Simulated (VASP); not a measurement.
# VSi (zincblende type) (F-43m) in VASP: a series of runs

VSi (zincblende type) is run at these levels: LDA; tasks: single point, relaxation of cell and atoms.

All numbers are computed with VASP 6.6.1; they aren't measurements. Logs are shortened: lines on timing, memory, paths and dates and some standing lists are left out, and cuts for length are marked.

**1. The cell of the first run**

Symmetry: F-43m, No. 216, cubic system. The conventional cell has a = 4.676 Å, b = 4.676 Å, c = 4.676 Å, α = 90.00°, β = 90.00°, γ = 90.00°. Within 2.7 Å of V (site symmetry -43m) lie 4 Si at 2.02 Å. Within 2.7 Å of Si (site symmetry -43m) lie 4 V at 2.02 Å.

**2. Single point, LDA**

INCAR

```
SYSTEM = VSi
ALGO     = Normal         ! electronic algorithm
EDIFF    = 1E-6           ! SCF threshold, eV
ENCUT    = 520            ! plane-wave cutoff, eV
GGA      = CA             ! functional
ISIF     = 2              ! what is computed and relaxed
ISMEAR   = -1             ! smearing method
LASPH    = .True.         ! aspherical terms in the spheres
LCHARG   = .False.        ! write CHGCAR
LREAL    = .False.        ! projectors in reciprocal space
LWAVE    = .False.        ! write WAVECAR
NBANDS   = 16             ! bands
NELM     = 100            ! most SCF steps
PREC     = Accurate       ! precision mode
SIGMA    = 0.1            ! smearing width, eV
```

KPOINTS

```
k-points
0
Gamma
  13 13 13
  0 0 0
```

POSCAR

```
VSi
1.0
    0.0000000000      2.3379821061      2.3379821061
    2.3379821061      0.0000000000      2.3379821061
    2.3379821061      2.3379821061      0.0000000000
V Si
1 1
Direct
    0.0000000000      0.0000000000      0.0000000000
    0.2500000000      0.2500000000      0.2500000000
```

Potentials or basis: VASP PAW LDA potentials, release 64 (V_sv, Si).

On the command line:

```console
$ cat potpaw_LDA.64/V_sv/POTCAR potpaw_LDA.64/Si/POTCAR > POTCAR
$ mpirun -np 1 vasp_std > vasp.out
```

OUTCAR:

```text
SYSTEM = VSi
   EDIFF = 1E-6
   ENCUT = 520
   GGA = CA
   ISIF = 2
   ISMEAR = -1
   LASPH = .True.
   LREAL = .False.
   NELM = 100
   PREC = Accurate

 ion  position               nearest neighbor table
   1  0.000  0.000  0.000-   2 2.02   2 2.02   2 2.02   2 2.02
   2  0.250  0.250  0.250-   1 2.02   1 2.02   1 2.02   1 2.02

  LATTYP: Found a face centered cubic cell.
 ALAT       =     4.6759642122

  Lattice vectors:

 A1 = (   0.0000000000,   2.3379821061,   2.3379821061)
 A2 = (   2.3379821061,   0.0000000000,   2.3379821061)
 A3 = (   2.3379821061,   2.3379821061,   0.0000000000)

Analysis of symmetry for initial positions (statically):
[... 5 lines left out ...]
 face centered cubic supercell.

 Subroutine GETGRP returns: Found 24 space group operations
 (whereof 24 operations were pure point group operations)
 out of a pool of 48 trial point group operations.

The static configuration has the point symmetry T_d .

Analysis of symmetry for dynamics (positions and initial velocities):
[... 5 lines left out ...]
 face centered cubic supercell.

 Subroutine GETGRP returns: Found 24 space group operations
 (whereof 24 operations were pure point group operations)
 out of a pool of 48 trial point group operations.

The dynamic configuration has the point symmetry T_d .

 Subroutine INISYM returns: Found 24 space group operations
 (whereof 24 operations are pure point group operations),
 and found     1 'primitive' translations

----------------------------------------------------------------------------------------

                                     Primitive cell

  volume of cell :      25.5596

  direct lattice vectors                    reciprocal lattice vectors
     0.000000000  2.337982106  2.337982106    -0.213859635  0.213859635  0.213859635
     2.337982106  0.000000000  2.337982106     0.213859635 -0.213859635  0.213859635
     2.337982106  2.337982106  0.000000000     0.213859635  0.213859635 -0.213859635

  length of vectors
     3.306406003  3.306406003  3.306406003     0.370415754  0.370415754  0.370415754

  position of ions in fractional coordinates (direct lattice)
     0.000000000  0.000000000  0.000000000
     0.250000000  0.250000000  0.250000000

  ion indices of the primitive-cell ions
   primitive index   ion index
                 1           1
                 2           2

----------------------------------------------------------------------------------------

 KPOINTS: k-points

Automatic generation of k-mesh.
 Grid dimensions read from file:
 generate k-points for:   13   13   13

 Generating k-lattice:

  Cartesian coordinates                     Fractional coordinates (reciprocal lattice)
    -0.016450741  0.016450741  0.016450741     0.076923077  0.000000000  0.000000000
     0.016450741 -0.016450741  0.016450741     0.000000000  0.076923077  0.000000000
     0.016450741  0.016450741 -0.016450741     0.000000000  0.000000000  0.076923077

  Length of vectors
     0.028493520  0.028493520  0.028493520

  Shift w.r.t. Gamma in fractional coordinates (k-lattice)
     0.000000000  0.000000000  0.000000000

 Subroutine IBZKPT returns following result:
 ===========================================

 Found     84 irreducible k-points:

 Following reciprocal coordinates:
            Coordinates               Weight
  0.000000  0.000000  0.000000      1.000000
  0.076923  0.000000  0.000000      8.000000
  0.153846  0.000000  0.000000      8.000000
  0.230769  0.000000  0.000000      8.000000
  0.307692  0.000000  0.000000      8.000000
  0.384615  0.000000  0.000000      8.000000
[... 16 lines left out ...]
  0.384615  0.153846  0.000000     24.000000
  0.461538  0.153846  0.000000     24.000000
 [... further k-points ...]
   k-points           NKPTS =     84   k-points in BZ     NKDIM =     84   number of bands    NBANDS=     16
   number of dos      NEDOS =    301   number of ions     NIONS =      2
   total plane-waves  NPLWV =  21952
   dimension x,y,z NGX =    28 NGY =   28 NGZ =   28
   dimension x,y,z NGXF=    56 NGYF=   56 NGZF=   56
   ions per type =               1   1
   NGX,Y,Z   is equivalent  to a cutoff of  14.08, 14.08, 14.08 a.u.
   NGXF,Y,Z  is equivalent  to a cutoff of  28.16, 28.16, 28.16 a.u.
 SYSTEM =  VSi
   PREC   = accura    normal or accurate (medium, high low for compatibility)
   ISTART =      0    job   : 0-new  1-cont  2-samecut
   ICHARG =      2    charge: 1-file 2-atom 10-const
   ISPIN  =      1    spin polarized calculation?
   LNONCOLLINEAR =      F non collinear calculations
   LSORBIT =      F    spin-orbit coupling
   LASPH  =      T    aspherical Exc in radial PAW
   ENCUT  =  520.0 eV  38.22 Ry    6.18 a.u.   6.15  6.15  6.15*2*pi/ulx,y,z
   NELM   =    100;   NELMIN=  2; NELMDL= -5     # of ELM steps
   EDIFF  = 0.1E-05   stopping-criterion for ELM
   LREAL  =      F    real-space projection
   EDIFFG = 0.1E-04   stopping-criterion for IOM
   NSW    =      0    number of steps for IOM
   IBRION =     -1    ionic relax: 0-MD 1-quasi-New 2-CG
   NFREE  =      0    steps in history (QN), initial steepest desc. (CG)
   ISIF   =      2    stress and relaxation
   ISYM   =      2    0-nonsym 1-usesym 2-fastsym
   POTIM  = 0.5000    time-step for ionic-motion
   TEBEG  =    0.0;   TEEND  =   0.0 temperature during run
   PSTRESS=    0.0 pullay stress
   NELECT =      17.0000    total number of electrons
   NUPDOWN=      -1.0000    fix difference up-down
   EMIN   =  10.00;   EMAX   =-10.00  energy-range for DOS
   EFERMI =   0.00;   METHOD = LEGACY
   ISMEAR =    -1;   SIGMA  =   0.10  broadening in eV -4-tet -1-fermi 0-gaus
   EFERMI_NEDOS =   21; number of points for ismear=-14 and -15
   IALGO  =     38    algorithm
   IMIX   =      4    mixing-type and parameters
     AMIX     =   0.40;   BMIX     =  1.00
     AMIX_MAG =   1.60;   BMIX_MAG =  1.00
  volume/ion in A,a.u.               =      12.78        86.24
  Fermi-wavevector in a.u.,A,eV,Ry     =   1.429025  2.700466 27.784643  2.042114
  Thomas-Fermi vector in A             =   2.549024
   LORBIT       =      0    0 simple, 1 ext, 2 COOP (PROOUT), +10 PAW based schemes
   GGA     = CA    functional components
   LHFCALC =     F    Hartree Fock is set to
   AEXX    =    0.0000 exact exchange contribution
   IVDW    =     0    specifies the selected vdW correction
   LEPSILON=     F    determine dielectric tensor
   LRPA    =     F    only Hartree local field effects (RPA)
 non-spin polarized calculation
  energy-cutoff  :      520.00
  volume of cell :       25.56
 maximum number of plane-waves:       701
 NGX is ok and might be reduce to    28
   NGX = 13   NGY = 13   NGZ = 13

 number of electron      16.9999995 magnetization

 Free energy of the ion-electron system (eV)
  ---------------------------------------------------
  ext. energy  EPLUGINS =         0.00000000
  ---------------------------------------------------
  free energy    TOTEN  =       -11.13760718 eV

  energy without entropy =      -11.06002833  energy(sigma->0) =      -11.09881776

 E-fermi :   9.9124     XC(G=0): -12.3250

 val. band max:        9.9012042584   @ k =   0.3077   0.0769   0.0000
 cond. band min:       9.9325097744   @ k =   0.4615   0.4615   0.0000
 fundamental gap:      0.0313055160
 Fermi energy:         9.9123656494

 k-point     1 :       0.0000    0.0000    0.0000
  band No.  band energies     occupation
      1     -52.6046      2.00000
      2     -27.0197      2.00000
      3     -27.0197      2.00000
      4     -27.0197      2.00000
      5      -0.6878      2.00000
      6       7.6288      2.00000
[... 8 lines left out ...]
     15      22.0753      0.00000
     16      22.0753      0.00000

 k-point     2 :       0.0769    0.0000    0.0000
  band No.  band energies     occupation
      1     -52.6036      2.00000
      2     -27.0292      2.00000
      3     -27.0210      2.00000
      4     -27.0210      2.00000
      5      -0.5627      2.00000
      6       7.5360      2.00000
[... 8 lines left out ...]
     15      22.0750      0.00000
     16      22.0795      0.00000

 k-point     3 :       0.1538    0.0000    0.0000
  band No.  band energies     occupation
      1     -52.6007      2.00000
      2     -27.0555      2.00000
      3     -27.0245      2.00000
      4     -27.0245      2.00000
      5      -0.1970      2.00000
      6       7.2786      2.00000
[... 8 lines left out ...]
     15      22.0513      0.00000
     16      22.0528      0.00000

 k-point     4 :       0.2308    0.0000    0.0000
  band No.  band energies     occupation
      1     -52.5966      2.00000
      2     -27.0924      2.00000
      3     -27.0295      2.00000
      4     -27.0295      2.00000
      5       0.3779      2.00000
      6       6.9039      2.00000
[... 8 lines left out ...]
     15      21.9873      0.00000
     16      21.9873      0.00000

 k-point     5 :       0.3077    0.0000    0.0000
  band No.  band energies     occupation
      1     -52.5923      2.00000
      2     -27.1313      2.00000
      3     -27.0348      2.00000
      4     -27.0348      2.00000
      5       1.1013      2.00000
      6       6.4567      2.00000
[... 8 lines left out ...]
     15      21.9327      0.00000
     16      21.9327      0.00000

 k-point     6 :       0.3846    0.0000    0.0000
  band No.  band energies     occupation
      1     -52.5887      2.00000
      2     -27.1632      2.00000
      3     -27.0392      2.00000
      4     -27.0392      2.00000
      5       1.8574      2.00000
      6       5.9825      2.00000
[... 8 lines left out ...]
     15      21.9109      0.00000
     16      21.9109      0.00000

 k-point     7 :       0.4615    0.0000    0.0000
  band No.  band energies     occupation
      1     -52.5867      2.00000
      2     -27.1812      2.00000
      3     -27.0417      2.00000
      4     -27.0417      2.00000
      5       2.4108      2.00000
      6       5.6103      2.00000
[... 8 lines left out ...]
     15      21.9060      0.00000
     16      21.9060      0.00000

 k-point     8 :       0.0769    0.0769    0.0000
  band No.  band energies     occupation
      1     -52.6033      2.00000
      2     -27.0291      2.00000
      3     -27.0230      2.00000
      4     -27.0230      2.00000
      5      -0.5210      2.00000
      6       7.5012      2.00000
[... 8 lines left out ...]
     15      21.6890      0.00000
     16      22.3570      0.00000

 k-point     9 :       0.1538    0.0769    0.0000
  band No.  band energies     occupation
      1     -52.6010      2.00000
      2     -27.0487      2.00000
      3     -27.0272      2.00000
      4     -27.0255      2.00000
      5      -0.2355      2.00000
      6       7.3045      2.00000
[... 8 lines left out ...]
     15      21.3449      0.00000
     16      22.4011      0.00000
[... 172 lines left out ...]
 k-point    19 :      -0.0769    0.0769    0.0000
  band No.  band energies     occupation
      1     -52.6019      2.00000
      2     -27.0423      2.00000
      3     -27.0265      2.00000
      4     -27.0215      2.00000
      5      -0.3573      2.00000
      6       7.3946      2.00000
[... 8 lines left out ...]
     15      21.7749      0.00000
     16      22.0328      0.00000

 k-point    20 :       0.1538    0.1538    0.0000
  band No.  band energies     occupation
      1     -52.5994      2.00000
      2     -27.0551      2.00000
      3     -27.0322      2.00000
      4     -27.0322      2.00000
      5      -0.0338      2.00000
      6       7.1556      2.00000
[... 8 lines left out ...]
     15      21.2192      0.00000
     16      23.1067      0.00000

 k-point    21 :       0.2308    0.1538    0.0000
  band No.  band energies     occupation
      1     -52.5963      2.00000
      2     -27.0790      2.00000
      3     -27.0383      2.00000
      4     -27.0373      2.00000
      5       0.3918      2.00000
      6       6.9008      2.00000
[... 8 lines left out ...]
     15      21.2055      0.00000
     16      23.3392      0.00000

 k-point    22 :       0.3077    0.1538    0.0000
  band No.  band energies     occupation
      1     -52.5925      2.00000
      2     -27.1108      2.00000
      3     -27.0442      2.00000
      4     -27.0436      2.00000
      5       1.0025      2.00000
      6       6.5908      2.00000
[... 8 lines left out ...]
     15      21.4143      0.00000
     16      23.3333      0.00000

 k-point    23 :       0.3846    0.1538    0.0000
  band No.  band energies     occupation
      1     -52.5888      2.00000
      2     -27.1412      2.00000
      3     -27.0516      2.00000
      4     -27.0484      2.00000
      5       1.7242      2.00000
      6       6.2460      2.00000
[... 8 lines left out ...]
     15      22.0233      0.00000
     16      22.9987      0.00000

 k-point    24 :       0.4615    0.1538    0.0000
  band No.  band energies     occupation
      1     -52.5860      2.00000
      2     -27.1632      2.00000
      3     -27.0596      2.00000
      4     -27.0500      2.00000
      5       2.4122      2.00000
      6       5.9052      2.00000
[... 8 lines left out ...]
     15      22.5139      0.00000
     16      22.6854      0.00000

 [... further k-points ...]
[... 5 lines left out ...]
  --------------------------------------------------------------------------------------
  -------------------------------------------------------------------------------------
  Total       12.7854090     12.7854090     12.7854090      0.0000000      0.0000000      0.0000000
  in kB      801.4411993    801.4411993    801.4411993      0.0000000      0.0000000      0.0000000
  external PRESSURE =     801.4411993 kB  Pullay stress =       0.0000000 kB

 VOLUME and BASIS-vectors are now :
 -----------------------------------------------------------------------------
  energy-cutoff  :      520.00
  volume of cell :       25.56
      direct lattice vectors                 reciprocal lattice vectors
     0.000000000  2.337982106  2.337982106    -0.213859635  0.213859635  0.213859635
     2.337982106  0.000000000  2.337982106     0.213859635 -0.213859635  0.213859635
     2.337982106  2.337982106  0.000000000     0.213859635  0.213859635 -0.213859635

 POSITION                                       TOTAL-FORCE (eV/Angst)
 -----------------------------------------------------------------------------------
      0.00000      0.00000      0.00000         0.000000      0.000000      0.000000
      1.16899      1.16899      1.16899        -0.000000     -0.000000     -0.000000
 -----------------------------------------------------------------------------------
    total drift:                               -0.000001     -0.000001     -0.000001

  FREE ENERGIE OF THE ION-ELECTRON SYSTEM (eV)
  ---------------------------------------------------
  free  energy   TOTEN  =       -11.1376071811 eV

  energy  without entropy=      -11.0600283302  energy(sigma->0) =      -11.09881776
```

Run time: 15 s. Hardware: 1 thread of Intel Xeon 6975P-C (Granite Rapids), shared host; peak memory 0.16 GiB.

What came out:

```yaml
Free_energy: -11.1376 eV
Pressure: 80.1 GPa
```

**3. Single point, LDA**

INCAR

```
SYSTEM = VSi
PREC = Accurate ; ENCUT = 520
EDIFF = 1E-6 ; ISMEAR = -1
SIGMA = 0.1 ; LREAL = .False.
LASPH = .True. ; NELM = 80
ALGO = Normal ; ISIF = 2
LWAVE = .False. ; LCHARG = .False.
NBANDS = 16
```

KPOINTS

```
regular mesh
0
Gamma
  13 13 13
  0 0 0
```

POSCAR is that of step 2.

Potentials or basis: VASP PAW LDA potentials, release 64 (V_sv, Si).

On the command line:

```console
$ cat potpaw_LDA.64/V_sv/POTCAR potpaw_LDA.64/Si/POTCAR > POTCAR
$ mpirun -np 1 vasp_std > vasp.out
```

Run time: 15 s. Hardware: 1 thread of Intel Xeon 6975P-C (Granite Rapids), shared host; peak memory 0.15 GiB.

It converged, with:

```yaml
Free_energy: -11.1376 eV
Pressure: 80.1 GPa
```

Levels at points of the mesh, in eV from the Fermi level:
| k point | band 6 | band 7 | band 8 | band 9 | band 10 | band 11 |
| --- | --- | --- | --- | --- | --- | --- |
| (0.00, 0.00, 0.00) | -2.28 | -2.28 | -2.28 | 0.29 | 0.29 | 9.16 |

(Continued in part 2 of 2.)
